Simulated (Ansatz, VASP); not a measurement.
# Mg6ZrNb in VASP and in Ansatz

INCAR

```
SYSTEM = Mg6ZrNb
ALGO     = Normal         ! electronic algorithm
EDIFF    = 1E-7           ! SCF threshold, eV
ENCUT    = 520            ! plane-wave cutoff, eV
ISIF     = 2              ! what is computed and relaxed
ISMEAR   = 0              ! smearing method
LASPH    = .TRUE.         ! aspherical terms in the spheres
LCHARG   = .TRUE.         ! write CHGCAR
LELF     = .TRUE.         ! ELF
LREAL    = .FALSE.        ! projectors in reciprocal space
LVHAR    = .TRUE.       
LWAVE    = .FALSE.        ! write WAVECAR
NBANDS   = 28             ! bands
NELM     = 100            ! most SCF steps
PREC     = Accurate       ! precision mode
SIGMA    = 0.1            ! smearing width, eV
```

File KPOINTS:

```
k-points
0
G
  4 4 4
  0 0 0
```

The input POSCAR:

```
Mg6ZrNb
1.0
    4.9831430000      0.0000000000      0.0000000000
    0.0000000000      3.0872980000      5.6443160000
    0.0000000000     -3.0872980000      5.6443160000
Mg Zr Nb
6 1 1
Direct
    0.0000000000      0.3293170000      0.8157870000
    0.0000000000      0.8157870000      0.3293170000
    0.0000000000      0.3278270000      0.3278270000
    0.5000000000      0.1727760000      0.6818280000
    0.5000000000      0.6818280000      0.1727760000
    0.5000000000      0.1732160000      0.1732160000
    0.0000000000      0.8016010000      0.8016010000
    0.5000000000      0.6976490000      0.6976490000
```

Input for Ansatz:

```yaml
crystal:
  lattice:
    - [4.983143, 0.0, 0.0]
    - [0.0, 3.087298, 5.644316]
    - [0.0, -3.087298, 5.644316]
  atoms:
    - { symbol: Mg, position: [0.0, 0.329317, 0.815787] }
    - { symbol: Mg, position: [0.0, 0.815787, 0.329317] }
    - { symbol: Mg, position: [0.0, 0.327827, 0.327827] }
    - { symbol: Mg, position: [0.5, 0.172776, 0.681828] }
    - { symbol: Mg, position: [0.5, 0.681828, 0.172776] }
    - { symbol: Mg, position: [0.5, 0.173216, 0.173216] }
    - { symbol: Zr, position: [0.0, 0.801601, 0.801601] }
    - { symbol: Nb, position: [0.5, 0.697649, 0.697649] }
basis:
  ecutwfc: 420
kpoints:
  mp_grid: { grid: [4, 4, 4] }
hamiltonian:
  xc: lda
scf:
  occupations: { method: gaussian, width: 0.1 }
output:
  forces: true
  stress: true
  eigenvalues: true
```

Alike in both runs: task single point; functional LDA; k mesh 4 × 4 × 4; occupations gaussian, width 0.1 eV; no spin polarisation.

```csv
,VASP,Ansatz
version,VASP 6.6.1,Ansatz 0.2.0
potentials or method,"VASP PAW LDA potentials, release 64 (Mg, Zr_sv, Nb_sv), cutoff 520 eV","scalar-relativistic, plane waves, PAW"
valence electrons in the cell,37,85
```

Ansatz gave:

- gap on the k mesh at the Fermi level (eV): none
- pressure (GPa): -3.8
- traceless stress, the component that is largest in VASP (GPa): -1.09
- rms of the force components (eV/Å): 0.078

Question: Which values does VASP return?

Answer: gap on the k mesh at the Fermi level (eV): none; pressure (GPa): -4.2; traceless stress, the component that is largest in VASP (GPa): -1.06; rms of the force components (eV/Å): 0.074.

LDA's correlation is that of Perdew and Zunger in VASP and of Perdew and Wang (1992) in Ansatz. Atom by atom the forces differ by 0.004 eV/Å (rms over components). A gap of «none» marks a metal or a gap that the smearing closes. VASP's potentials hold 37 valence electrons a cell and Ansatz's 85, so a difference there can come from the potentials and not from the codes.
